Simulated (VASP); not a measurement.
# Sb (Fm-3m) in VASP: notebook

The runs below take Sb through single point, with HSE06.

All numbers are computed with VASP 6.6.1; they aren't measurements. Logs are shortened: lines on timing, memory, paths and dates and some standing lists are left out, and cuts for length are marked.

## (1) The cell of the first run

The structure is cubic, space group Fm-3m (No. 225). Conventional cell: a = 4.742 Å, b = 4.742 Å, c = 4.742 Å, α = 90.00°, β = 90.00°, γ = 90.00°. Sb (site symmetry m-3m) has 12 Sb at 3.35 Å within 4.4 Å.

## (2) Single point, HSE06

File POSCAR:

```
Sb
1.0
    0.0000000000      2.3712425216      2.3712425216
    2.3712425216      0.0000000000      2.3712425216
    2.3712425216      2.3712425216      0.0000000000
Sb
1
Direct
    0.0000000000      0.0000000000      0.0000000000
```

File INCAR.step1:

```
PREC = Accurate
ENCUT = 520
EDIFF = 1E-5
ISMEAR = -1
SIGMA = 0.05
LREAL = F
LASPH = T
NELM = 80
ALGO = Normal
ISIF = 2
LWAVE = T
LCHARG = F
NBANDS = 8
GGA = PE
```

File INCAR.step2:

```
PREC = Accurate
ENCUT = 520
EDIFF = 1E-6
ISMEAR = -1
SIGMA = 0.05
LREAL = F
LASPH = T
NELM = 80
ALGO = Normal
ISIF = 2
LWAVE = F
LCHARG = F
GGA = PE
LHFCALC = T
HFSCREEN = 0.2079
PRECFOCK = Normal
NBANDS = 8
ISTART = 1
```

File KPOINTS:

```
regular mesh
0
Gamma
  6 6 6
```

Potentials or basis: VASP PAW PBE potentials, release 64 (Sb).

Run with:

```bash
$ cat potpaw_PBE.64/Sb/POTCAR > POTCAR
$ cp INCAR.step1 INCAR
$ mpirun -np 1 vasp_std > vasp.out
$ cp INCAR.step2 INCAR
$ mpirun -np 1 vasp_std > vasp.out
```

OUTCAR:

```text
PREC = Accurate
   ENCUT = 520
   EDIFF = 1E-6
   ISMEAR = -1
   LREAL = F
   LASPH = T
   NELM = 80
   ISIF = 2
   GGA = PE
   LHFCALC = T
   HFSCREEN = 0.2079
   PRECFOCK = Normal
   ISTART = 1

 ion  position               nearest neighbor table
   1  0.000  0.000  0.000-

  LATTYP: Found a face centered cubic cell.
 ALAT       =     4.7424850432

  Lattice vectors:

 A1 = (   0.0000000000,   2.3712425216,   2.3712425216)
 A2 = (   2.3712425216,   0.0000000000,   2.3712425216)
 A3 = (   2.3712425216,   2.3712425216,   0.0000000000)

Analysis of symmetry for initial positions (statically):
=====================================================================
 Subroutine PRICEL returns:
 Original cell was already a primitive cell.

 Routine SETGRP: Setting up the symmetry group for a
 face centered cubic supercell.

 Subroutine GETGRP returns: Found 48 space group operations
[... 9 lines left out ...]

 Routine SETGRP: Setting up the symmetry group for a
 face centered cubic supercell.

 Subroutine GETGRP returns: Found 48 space group operations
[... 11 lines left out ...]
                                     Primitive cell

  volume of cell :      26.6660

  direct lattice vectors                    reciprocal lattice vectors
     0.000000000  2.371242522  2.371242522    -0.210859916  0.210859916  0.210859916
     2.371242522  0.000000000  2.371242522     0.210859916 -0.210859916  0.210859916
     2.371242522  2.371242522  0.000000000     0.210859916  0.210859916 -0.210859916

  length of vectors
     3.353443334  3.353443334  3.353443334     0.365220089  0.365220089  0.365220089

  position of ions in fractional coordinates (direct lattice)
     0.000000000  0.000000000  0.000000000

  ion indices of the primitive-cell ions
   primitive index   ion index
                 1           1

----------------------------------------------------------------------------------------

 KPOINTS: regular mesh

Automatic generation of k-mesh.
 Grid dimensions read from file:
 generate k-points for:    6    6    6

 Generating k-lattice:

[... 52 lines left out ...]
   EDIFF  = 0.1E-05   stopping-criterion for ELM
   LREAL  =      F    real-space projection
   EDIFFG = 0.1E-04   stopping-criterion for IOM
   NSW    =      0    number of steps for IOM
   IBRION =     -1    ionic relax: 0-MD 1-quasi-New 2-CG
   NFREE  =      0    steps in history (QN), initial steepest desc. (CG)
   ISIF   =      2    stress and relaxation
   ISYM   =      3    0-nonsym 1-usesym 2-fastsym
   POTIM  = 0.5000    time-step for ionic-motion
   TEBEG  =    0.0;   TEEND  =   0.0 temperature during run
   PSTRESS=    0.0 pullay stress
   NELECT =       5.0000    total number of electrons
   NUPDOWN=      -1.0000    fix difference up-down
   EMIN   =  10.00;   EMAX   =-10.00  energy-range for DOS
   EFERMI =   0.00;   METHOD = LEGACY
   ISMEAR =    -1;   SIGMA  =   0.05  broadening in eV -4-tet -1-fermi 0-gaus
   EFERMI_NEDOS =   21; number of points for ismear=-14 and -15
   IALGO  =     38    algorithm
   IMIX   =      1    mixing-type and parameters
     AMIX     =   0.40;   BMIX     =  1.00
     AMIX_MAG =   1.60;   BMIX_MAG =  1.00
  volume/ion in A,a.u.               =      26.67       179.95
  Fermi-wavevector in a.u.,A,eV,Ry     =   0.937013  1.770697 11.945820  0.877993
  Thomas-Fermi vector in A             =   2.064081
   LORBIT       =      0    0 simple, 1 ext, 2 COOP (PROOUT), +10 PAW based schemes
   GGA     = PE    functional components
   LHFCALC =     T    Hartree Fock is set to
   PRECFOCK=normal    Normal, Fast or Accurate (Low or Medium for compatibility)
   ENCUT4O =  -1.0   cutoff for four orbital integrals eV
   NKREDX  =     1    reduce k-point grid by
   NKREDY  =     1    reduce k-point grid by
   NKREDZ  =     1    reduce k-point grid by
   AEXX    =    0.2500 exact exchange contribution
   HFSCREEN=    0.2079 screening length (either q_TF or 0.3 A-1)
   HFSCREENC=   0.2079 screening length for correlation (either q_TF or 0.3 A-1)
   ENCUTFOCK=  -1.0 apply spherical cutoff to Coloumb kernel
   IVDW    =     0    specifies the selected vdW correction
   LEPSILON=     F    determine dielectric tensor
   LRPA    =     F    only Hartree local field effects (RPA)
 non-spin polarized calculation
  energy-cutoff  :      520.00
  volume of cell :       26.67
 maximum number of plane-waves:       745
 NGX is ok and might be reduce to    28
  NGX = 20; NGY = 20; NGZ = 20

 number of electron       5.0000000 magnetization

 Free energy of the ion-electron system (eV)
  ---------------------------------------------------
  ext. energy  EPLUGINS =         0.00000000
  ---------------------------------------------------
  free energy    TOTEN  =        -4.68912332 eV

  energy without entropy =       -4.67652886  energy(sigma->0) =       -4.68282609

 E-fermi :   8.7918     XC(G=0):  -8.5327

 val. band max:        8.4675776917   @ k =  -0.1667   0.1667   0.0000
 cond. band min:       8.7965148638   @ k =  -0.3333   0.3333   0.1667
 fundamental gap:      0.3289371721
 Fermi energy:         8.7917893579

 k-point     1 :       0.0000    0.0000    0.0000
  band No.  band energies     occupation
      1      -5.9915      2.00000
      2      14.5810      0.00000
      3      14.5810      0.00000
      4      14.5810      0.00000
      5      19.1493      0.00000
      6      19.1493      0.00000
      7      19.1493      0.00000
      8      19.6773      0.00000
[... 155 lines left out ...]
 k-point    16 :      -0.3333    0.5000    0.1667
  band No.  band energies     occupation
      1       0.3863      2.00000
      2       3.7708      2.00000
      3       6.3616      2.00000
      4       7.2138      2.00000
      5      16.6885      0.00000
      6      17.2087      0.00000
      7      23.0222      0.00000
      8      23.3031      0.00000

------------------------ aborting loop because EDIFF is reached ----------------------------------------

  FORCE on cell =-STRESS in cart. coord.  units (eV):
  Direction    XX          YY          ZZ          XY          YZ          ZX
  --------------------------------------------------------------------------------------
  -------------------------------------------------------------------------------------
  Total       -0.2131897     -0.2131897     -0.2131897      0.0000000     -0.0000000      0.0000000
  in kB      -12.8091075    -12.8091075    -12.8091075      0.0000000     -0.0000000      0.0000000
  external PRESSURE =     -12.8091075 kB  Pullay stress =       0.0000000 kB

 VOLUME and BASIS-vectors are now :
 -----------------------------------------------------------------------------
  energy-cutoff  :      520.00
  volume of cell :       26.67
      direct lattice vectors                 reciprocal lattice vectors
     0.000000000  2.371242522  2.371242522    -0.210859916  0.210859916  0.210859916
     2.371242522  0.000000000  2.371242522     0.210859916 -0.210859916  0.210859916
     2.371242522  2.371242522  0.000000000     0.210859916  0.210859916 -0.210859916

 POSITION                                       TOTAL-FORCE (eV/Angst)
 -----------------------------------------------------------------------------------
      0.00000      0.00000      0.00000         0.000000      0.000000      0.000000
 -----------------------------------------------------------------------------------
    total drift:                                0.000001      0.000001      0.000001

  FREE ENERGIE OF THE ION-ELECTRON SYSTEM (eV)
  ---------------------------------------------------
  free  energy   TOTEN  =        -4.6891233210 eV

  energy  without entropy=       -4.6765288637  energy(sigma->0) =       -4.68282609
```

Wall time 6.2 min (1 thread of Intel Xeon Platinum 8488C (Sapphire Rapids), shared host); peak memory 0.26 GiB.

What came out:

```yaml
Free_energy: -4.6891 eV
Pressure: -1.3 GPa
```

Caveat: the k points lie up to 0.38 Å⁻¹ apart; the PAW data sets were made with another functional, which shifts forces and pressure a little; spin-orbit coupling is left out, which moves the levels of the heavy elements.

## (3) Single point, HSE06

This run uses another cell than the first one, of 27.20 Å³/atom, 1.020 times its volume.

File POSCAR:

```
Sb
1.0
    0.0000000000      2.3869465721      2.3869465721
    2.3869465721      0.0000000000      2.3869465721
    2.3869465721      2.3869465721      0.0000000000
Sb
1
Direct
    0.0000000000      0.0000000000      0.0000000000
```

File INCAR.step1:

```
SYSTEM = Sb
PREC = Accurate
ENCUT = 520
EDIFF = 1E-5
ISMEAR = -1
SIGMA = 0.05
LREAL = .FALSE.
LASPH = .TRUE.
NELM = 100
ALGO = Normal
ISIF = 2
LWAVE = .TRUE.
NBANDS = 8
GGA = PE
```

File INCAR.step2:

```
SYSTEM = Sb
PREC = Accurate
ENCUT = 520
EDIFF = 1E-6
ISMEAR = -1
SIGMA = 0.05
LREAL = .FALSE.
LASPH = .TRUE.
NELM = 100
ALGO = Normal
ISIF = 2
LWAVE = .FALSE.
LCHARG = .TRUE.
GGA = PE
LHFCALC = .TRUE.
HFSCREEN = 0.2079
PRECFOCK = Normal
LELF = .TRUE.
LVHAR = .TRUE.
NBANDS = 8
ISTART = 1
```

File KPOINTS:

```
regular mesh
0
G
  6 6 6
  0 0 0
```

Potentials or basis: VASP PAW PBE potentials, release 64 (Sb).

Run with:

```bash
$ cat potpaw_PBE.64/Sb/POTCAR > POTCAR
$ cp INCAR.step1 INCAR
$ mpirun -np 1 vasp_std > vasp.out
$ cp INCAR.step2 INCAR
$ mpirun -np 1 vasp_std > vasp.out
```

Wall time 6.4 min (1 thread of Intel Xeon Platinum 8488C (Sapphire Rapids), shared host); peak memory 0.26 GiB.

The run converged. Its results:

* Free energy: -4.6830 eV
* Pressure: -2.4 GPa

Levels at points of the mesh, in eV from the Fermi level:
```csv
k point,band 1,band 2,band 3,band 4,band 5,band 6
"(0.00, 0.00, 0.00)",-14.62,5.63,5.63,5.63,10.28,10.28
"(0.50, 0.00, 0.00)",-10.46,-6.85,3.81,3.81,8.46,9.42
"(0.50, 0.50, 0.00)",-8.63,-5.83,0.19,0.19,4.24,4.69
```

Caveat: the k points lie up to 0.38 Å⁻¹ apart; the PAW data sets were made with another functional, which shifts forces and pressure a little; spin-orbit coupling is left out, which moves the levels of the heavy elements.

[end of part 1 of 2]
